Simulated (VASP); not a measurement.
# Sb (R-3m) in VASP: further runs

Runs on Sb. Level: PBEsol. Tasks: single point, relaxation of cell and atoms.

Everything below comes from runs of VASP 6.6.1. Logs are shortened: lines on timing, memory, paths and dates and some standing lists are left out, and cuts for length are marked.

### 1 The cell of the first run

It takes space group R-3m (No. 166, trigonal). The conventional cell has a = 4.320 Å, b = 4.320 Å, c = 11.212 Å, α = 90.00°, β = 90.00°, γ = 120.00°. Within 3.8 Å of Sb (site symmetry 3m) lie 6 Sb at 2.91 to 3.35 Å.

### 2 Single point, PBEsol

INCAR reads:

```
PREC = Accurate
ENCUT = 520
EDIFF = 1E-6
ISMEAR = -1
SIGMA = 0.05
LREAL = F
LASPH = T
NELM = 100
ALGO = Normal
ISIF = 2
LWAVE = F
LCHARG = F
GGA = PS
NBANDS = 12
```

KPOINTS reads:

```
Automatic mesh
0
Gamma
  6 6 6
```

POSCAR reads:

```
Sb
1.0
    2.1597809450      1.2469501100      3.7374362679
   -2.1597809450      1.2469501100      3.7374362679
    0.0000000000     -2.4939002199      3.7374362679
Sb
2
Direct
    0.2336626070      0.2336626070      0.2336626070
    0.7663373930      0.7663373930      0.7663373930
```

Potentials or basis: VASP PAW PBE potentials, release 64 (Sb).

On the command line:

```sh
cat potpaw_PBE.64/Sb/POTCAR > POTCAR
mpirun -np 1 vasp_std > vasp.out
```

OUTCAR:

```text
PREC = Accurate
   ENCUT = 520
   EDIFF = 1E-6
   ISMEAR = -1
   LREAL = F
   LASPH = T
   NELM = 100
   ISIF = 2
   GGA = PS

 ion  position               nearest neighbor table
   1  0.234  0.234  0.234-   2 2.91   2 2.91   2 2.91   2 3.35   2 3.35   2 3.35
   2  0.766  0.766  0.766-   1 2.91   1 2.91   1 2.91   1 3.35   1 3.35   1 3.35

  LATTYP: Found a trigonal (rhomboedric) cell.
 ALAT       =     4.4931022873
 COS(alpha) =     0.5378778397

  Lattice vectors:

 A1 = (   2.1597809450,   1.2469501100,   3.7374362679)
 A2 = (  -2.1597809450,   1.2469501100,   3.7374362679)
 A3 = (   0.0000000000,  -2.4939002199,   3.7374362679)

Analysis of symmetry for initial positions (statically):
=====================================================================
 Subroutine PRICEL returns:
 Original cell was already a primitive cell.

 Routine SETGRP: Setting up the symmetry group for a
 trigonal (rhombohedral) supercell.

 Subroutine GETGRP returns: Found 12 space group operations
 (whereof 12 operations were pure point group operations)
 out of a pool of 12 trial point group operations.

The static configuration has the point symmetry D_3d.

Analysis of symmetry for dynamics (positions and initial velocities):
=====================================================================
 Subroutine PRICEL returns:
 Original cell was already a primitive cell.

 Routine SETGRP: Setting up the symmetry group for a
 trigonal (rhombohedral) supercell.

 Subroutine GETGRP returns: Found 12 space group operations
 (whereof 12 operations were pure point group operations)
 out of a pool of 12 trial point group operations.

The dynamic configuration has the point symmetry D_3d.

 Subroutine INISYM returns: Found 12 space group operations
 (whereof 12 operations are pure point group operations),
 and found     1 'primitive' translations

----------------------------------------------------------------------------------------

                                     Primitive cell

  volume of cell :      60.3926

  direct lattice vectors                    reciprocal lattice vectors
     2.159780945  1.246950110  3.737436268     0.231504959  0.133659451  0.089187697
    -2.159780945  1.246950110  3.737436268    -0.231504959  0.133659451  0.089187697
     0.000000000 -2.493900220  3.737436268     0.000000000 -0.267318901  0.089187697

  length of vectors
     4.493102287  4.493102287  4.493102287     0.281804614  0.281804614  0.281804614

  position of ions in fractional coordinates (direct lattice)
     0.233662607  0.233662607  0.233662607
     0.766337393  0.766337393  0.766337393

  ion indices of the primitive-cell ions
   primitive index   ion index
                 1           1
                 2           2

----------------------------------------------------------------------------------------

 KPOINTS: Automatic mesh

Automatic generation of k-mesh.
 Grid dimensions read from file:
 generate k-points for:    6    6    6

 Generating k-lattice:

  Cartesian coordinates                     Fractional coordinates (reciprocal lattice)
     0.038584160  0.022276575  0.014864616     0.166666667 -0.000000000 -0.000000000
    -0.038584160  0.022276575  0.014864616    -0.000000000  0.166666667 -0.000000000
     0.000000000 -0.044553150  0.014864616    -0.000000000 -0.000000000  0.166666667

  Length of vectors
     0.046967436  0.046967436  0.046967436

  Shift w.r.t. Gamma in fractional coordinates (k-lattice)
     0.000000000  0.000000000  0.000000000

 Subroutine IBZKPT returns following result:
 ===========================================

 Found     32 irreducible k-points:

 Following reciprocal coordinates:
            Coordinates               Weight
  0.000000  0.000000  0.000000      1.000000
  0.166667 -0.000000 -0.000000      6.000000
  0.333333 -0.000000 -0.000000      6.000000
  0.500000 -0.000000  0.000000      3.000000
  0.166667  0.166667 -0.000000      6.000000
  0.333333  0.166667  0.000000     12.000000
[... 16 lines left out ...]
  0.500000  0.500000  0.166667      6.000000
 -0.333333  0.500000  0.166667     12.000000
 [... further k-points ...]
   k-points           NKPTS =     32   k-points in BZ     NKDIM =     32   number of bands    NBANDS=     12
   number of dos      NEDOS =    301   number of ions     NIONS =      2
   total plane-waves  NPLWV =  46656
   dimension x,y,z NGX =    36 NGY =   36 NGZ =   36
   dimension x,y,z NGXF=    72 NGYF=   72 NGZF=   72
   ions per type =               2
   NGX,Y,Z   is equivalent  to a cutoff of  13.32, 13.32, 13.32 a.u.
   NGXF,Y,Z  is equivalent  to a cutoff of  26.64, 26.64, 26.64 a.u.
 SYSTEM =  unknown system
   PREC   = accura    normal or accurate (medium, high low for compatibility)
   ISTART =      0    job   : 0-new  1-cont  2-samecut
   ICHARG =      2    charge: 1-file 2-atom 10-const
   ISPIN  =      1    spin polarized calculation?
   LNONCOLLINEAR =      F non collinear calculations
   LSORBIT =      F    spin-orbit coupling
   LASPH  =      T    aspherical Exc in radial PAW
   ENCUT  =  520.0 eV  38.22 Ry    6.18 a.u.   8.35  8.35  8.35*2*pi/ulx,y,z
   NELM   =    100;   NELMIN=  2; NELMDL= -5     # of ELM steps
   EDIFF  = 0.1E-05   stopping-criterion for ELM
   LREAL  =      F    real-space projection
   EDIFFG = 0.1E-04   stopping-criterion for IOM
   NSW    =      0    number of steps for IOM
   IBRION =     -1    ionic relax: 0-MD 1-quasi-New 2-CG
   NFREE  =      0    steps in history (QN), initial steepest desc. (CG)
   ISIF   =      2    stress and relaxation
   ISYM   =      2    0-nonsym 1-usesym 2-fastsym
   POTIM  = 0.5000    time-step for ionic-motion
   TEBEG  =    0.0;   TEEND  =   0.0 temperature during run
   PSTRESS=    0.0 pullay stress
   NELECT =      10.0000    total number of electrons
   NUPDOWN=      -1.0000    fix difference up-down
   EMIN   =  10.00;   EMAX   =-10.00  energy-range for DOS
   EFERMI =   0.00;   METHOD = LEGACY
   ISMEAR =    -1;   SIGMA  =   0.05  broadening in eV -4-tet -1-fermi 0-gaus
   EFERMI_NEDOS =   21; number of points for ismear=-14 and -15
   IALGO  =     38    algorithm
   IMIX   =      4    mixing-type and parameters
     AMIX     =   0.40;   BMIX     =  1.00
     AMIX_MAG =   1.60;   BMIX_MAG =  1.00
  volume/ion in A,a.u.               =      30.20       203.77
  Fermi-wavevector in a.u.,A,eV,Ry     =   0.898973  1.698814 10.995594  0.808153
  Thomas-Fermi vector in A             =   2.021749
   LORBIT       =      0    0 simple, 1 ext, 2 COOP (PROOUT), +10 PAW based schemes
   GGA     = PS    functional components
   LHFCALC =     F    Hartree Fock is set to
   AEXX    =    0.0000 exact exchange contribution
   IVDW    =     0    specifies the selected vdW correction
   LEPSILON=     F    determine dielectric tensor
   LRPA    =     F    only Hartree local field effects (RPA)
 non-spin polarized calculation
  energy-cutoff  :      520.00
  volume of cell :       60.39
 maximum number of plane-waves:      1648
 NGX is ok and might be reduce to    36
   NGX = 17   NGY = 17   NGZ = 17

 number of electron      10.0000000 magnetization

 Free energy of the ion-electron system (eV)
  ---------------------------------------------------
  ext. energy  EPLUGINS =         0.00000000
  ---------------------------------------------------
  free energy    TOTEN  =        -9.13180576 eV

  energy without entropy =       -9.12915232  energy(sigma->0) =       -9.13047904

 E-fermi :   7.1554     XC(G=0):  -9.6678

 val. band max:        6.8916098843   @ k =   0.5000  -0.0000   0.0000
 cond. band min:       7.1719194058   @ k =   0.3333   0.1667   0.1667
 fundamental gap:      0.2803095215
 Fermi energy:         7.1554300511

 k-point     1 :       0.0000    0.0000    0.0000
  band No.  band energies     occupation
      1      -5.5938      2.00000
      2       2.3342      2.00000
      3       5.1285      2.00000
      4       5.3230      2.00000
      5       5.3230      2.00000
      6       9.2183      0.00000
      7       9.8411      0.00000
      8       9.8411      0.00000
      9      12.1611      0.00000
     10      12.1611      0.00000
     11      12.3459      0.00000
     12      13.6055      0.00000

 k-point     2 :       0.1667   -0.0000   -0.0000
  band No.  band energies     occupation
      1      -5.2883      2.00000
      2       1.1436      2.00000
      3       5.1582      2.00000
      4       5.2649      2.00000
      5       5.7840      2.00000
      6       8.9079      0.00000
      7       9.1280      0.00000
      8       9.1659      0.00000
      9      11.6080      0.00000
     10      12.1720      0.00000
     11      12.4480      0.00000
     12      15.3764      0.00000

 k-point     3 :       0.3333   -0.0000   -0.0000
  band No.  band energies     occupation
      1      -4.3903      2.00000
      2      -0.9119      2.00000
      3       5.2073      2.00000
      4       5.2401      2.00000
      5       6.3095      2.00000
      6       7.7987      0.00001
      7       7.9140      0.00000
      8       8.0734      0.00000
      9      12.7620      0.00000
     10      13.5360      0.00000
     11      14.0232      0.00000
     12      17.6845      0.00000

 k-point     4 :       0.5000   -0.0000    0.0000
  band No.  band energies     occupation
      1      -3.2328      2.00000
      2      -2.5188      2.00000
      3       5.2123      2.00000
      4       5.3683      2.00000
      5       6.8492      1.99563
      6       6.8916      1.98983
      7       7.3295      0.05964
      8       7.6040      0.00025
      9      14.7105      0.00000
     10      15.4398      0.00000
     11      16.1149      0.00000
     12      16.1462      0.00000

 k-point     5 :       0.1667    0.1667   -0.0000
  band No.  band energies     occupation
      1      -5.2068      2.00000
      2       1.1228      2.00000
      3       4.4483      2.00000
      4       4.7034      2.00000
      5       6.5904      1.99998
      6       7.8692      0.00000
      7       9.4620      0.00000
      8      10.3699      0.00000
      9      11.4077      0.00000
     10      12.9297      0.00000
     11      13.2243      0.00000
     12      14.4649      0.00000
[... 228 lines left out ...]
      1      -2.8908      2.00000
      2      -2.0561      2.00000
      3       2.7144      2.00000
      4       2.7790      2.00000
      5       6.3954      2.00000
      6       7.6290      0.00015
      7      11.2006      0.00000
      8      11.4207      0.00000
      9      12.5497      0.00000
     10      13.0141      0.00000
     11      16.8598      0.00000
     12      17.1080      0.00000

 k-point    22 :      -0.1667    0.3333    0.1667
  band No.  band energies     occupation
      1      -3.6715      2.00000
      2      -1.2184      2.00000
      3       2.8884      2.00000
      4       3.7097      2.00000
      5       5.4434      2.00000
      6       8.3622      0.00000
      7      10.3822      0.00000
      8      10.4638      0.00000
      9      12.1619      0.00000
     10      15.0271      0.00000
     11      15.3588      0.00000
     12      16.3751      0.00000

 k-point    23 :       0.5000    0.5000    0.1667
  band No.  band energies     occupation
      1      -3.5097      2.00000
      2      -0.9887      2.00000
      3       1.9845      2.00000
      4       3.7834      2.00000
      5       4.1813      2.00000
      6       9.3122      0.00000
      7      10.9072      0.00000
      8      11.8283      0.00000
      9      12.8436      0.00000
     10      15.9360      0.00000
     11      16.2992      0.00000
     12      16.8789      0.00000

 k-point    24 :      -0.3333    0.5000    0.1667
  band No.  band energies     occupation
      1      -2.9248      2.00000
      2      -1.5640      2.00000
      3       1.8033      2.00000
      4       2.7018      2.00000
      5       5.3017      2.00000
      6       9.0634      0.00000
      7      10.3776      0.00000
      8      12.7928      0.00000
      9      13.0729      0.00000
     10      14.1574      0.00000
     11      16.9444      0.00000
     12      17.7493      0.00000

 [... further k-points ...]

------------------------ aborting loop because EDIFF is reached ----------------------------------------

  FORCE on cell =-STRESS in cart. coord.  units (eV):
  Direction    XX          YY          ZZ          XY          YZ          ZX
  --------------------------------------------------------------------------------------
  -------------------------------------------------------------------------------------
  Total        0.0690276      0.0690276      0.0526428      0.0000000      0.0000000      0.0000000
  in kB        1.8312571      1.8312571      1.3965789      0.0000000      0.0000000      0.0000000
  external PRESSURE =       1.6863643 kB  Pullay stress =       0.0000000 kB

 VOLUME and BASIS-vectors are now :
 -----------------------------------------------------------------------------
  energy-cutoff  :      520.00
  volume of cell :       60.39
      direct lattice vectors                 reciprocal lattice vectors
     2.159780945  1.246950110  3.737436268     0.231504959  0.133659451  0.089187697
    -2.159780945  1.246950110  3.737436268    -0.231504959  0.133659451  0.089187697
     0.000000000 -2.493900220  3.737436268     0.000000000 -0.267318901  0.089187697

 POSITION                                       TOTAL-FORCE (eV/Angst)
 -----------------------------------------------------------------------------------
      0.00000      0.00000      2.61990         0.000000      0.000000      0.057775
      0.00000      0.00000      8.59241         0.000000     -0.000000     -0.057775
 -----------------------------------------------------------------------------------
    total drift:                               -0.000000     -0.000000      0.000000

  FREE ENERGIE OF THE ION-ELECTRON SYSTEM (eV)
  ---------------------------------------------------
  free  energy   TOTEN  =        -9.1318057559 eV

  energy  without entropy=       -9.1291523233  energy(sigma->0) =       -9.13047904
```

Run time: 21 s. Hardware: 1 thread of Intel Xeon 8259CL, shared host; peak memory 0.2 GiB.

What came out:

- Free energy: -9.1318 eV
- Pressure: 0.2 GPa
- Largest force: 0.058 eV/Å
- Band gap on the k mesh: zero (band 5 reaches 7.17 eV, above the bottom of band 6 at 6.89 eV)

Forces on the atoms (eV/Å):
```
Sb   0.000  0.000  0.058
Sb   0.000  0.000 -0.058
```

Levels at points of the mesh, in eV from the Fermi level:
```tsv
k point	band 3	band 4	band 5	band 6	band 7	band 8
(0.00, 0.00, 0.00)	-2.03	-1.83	-1.83	2.06	2.69	2.69
(0.50, 0.00, 0.00)	-1.94	-1.79	-0.31	-0.26	0.17	0.45
(0.50, 0.50, 0.00)	-5.48	-3.76	-3.71	1.46	4.94	5.48
(0.50, 0.50, 0.50)	-1.35	-1.35	-0.58	0.07	0.07	1.04
```

Caveat: the PAW data sets were made with another functional, which shifts forces and pressure a little; spin-orbit coupling is left out, which moves the levels of the heavy elements.

### 3 Relaxation of cell and atoms, PBEsol

INCAR reads:

```
PREC = Accurate ; ENCUT = 600
EDIFF = 1E-6 ; ISMEAR = -1
SIGMA = 0.05 ; LREAL = False
LASPH = True ; NELM = 80
ALGO = Normal ; ISIF = 3
LWAVE = False ; LCHARG = False
GGA = PS ; IBRION = 2
NSW = 80 ; EDIFFG = -0.01
```

KPOINTS reads:

```
regular mesh
0
Gamma
  6 6 6
```

POSCAR reads:

```
Sb
1.0
    2.1542000000      1.2437280000      3.7580000000
   -2.1542000000      1.2437280000      3.7580000000
    0.0000000000     -2.4874560000      3.7580000000
Sb
2
Direct
    0.2334900000      0.2334900000      0.2334900000
    0.7665100000      0.7665100000      0.7665100000
```

Potentials or basis: VASP PAW PBE potentials, release 64 (Sb).

On the command line:

```sh
cat potpaw_PBE.64/Sb/POTCAR > POTCAR
mpirun -np 1 vasp_std > vasp.out
```

Run time: 1.7 min. Hardware: 1 thread of Intel Xeon 8259CL, shared host; peak memory 0.21 GiB.

Results (log left out):

- Free energy: -9.1322 eV
- Relaxed volume: 30.19 Å³/atom
- Relaxed cell: a = 4.489 Å, b = 4.489 Å, c = 4.489 Å, α = 57.57°, β = 57.57°, γ = 57.57°
- Space group after relaxing (to 0.05 Å): R-3m (No. 166)
- Energy gained by relaxing: 0.5 meV/atom
- Ionic steps: 5
- Pressure after relaxing: 0.0 GPa
- Largest force after relaxing: 0.003 eV/Å
- Band gap on the k mesh: zero (band 5 reaches 7.17 eV, above the bottom of band 6 at 6.90 eV)

Forces in eV/Å, atoms in the order of the input:
```
Sb   0.000  0.000  0.003
Sb   0.000  0.000 -0.003
```

Step by step:
```csv
step,energy change (eV),largest force (eV/Å),pressure (GPa),volume (Å³)
1,0.0000,0.0699,0.26,60.41
2,-0.0004,0.0000,-0.26,60.84
3,-0.0005,0.0208,-0.11,60.71
4,-0.0007,0.0156,-0.08,60.61
5,-0.0010,0.0034,0.01,60.37
```

Final structure:
```
CELL_PARAMETERS angstrom
2.16136 1.24786 3.73088
-2.16136 1.24786 3.73088
0.00000 -2.49572 3.73088
ATOMIC_POSITIONS crystal
Sb 0.23418 0.23418 0.23418
Sb 0.76582 0.76582 0.76582
```

Levels at points of the mesh, in eV from the Fermi level:
| k point | band 3 | band 4 | band 5 | band 6 | band 7 | band 8 |
| --- | --- | --- | --- | --- | --- | --- |
| (0.00, 0.00, 0.00) | -2.02 | -1.82 | -1.82 | 2.12 | 2.71 | 2.71 |
| (0.50, 0.00, 0.00) | -1.90 | -1.75 | -0.31 | -0.25 | 0.17 | 0.41 |
| (0.50, 0.50, 0.00) | -5.50 | -3.76 | -3.70 | 1.49 | 4.95 | 5.46 |
| (0.50, 0.50, 0.50) | -1.32 | -1.32 | -0.55 | 0.05 | 0.05 | 1.01 |

Caveat: the PAW data sets were made with another functional, which shifts forces and pressure a little; spin-orbit coupling is left out, which moves the levels of the heavy elements.
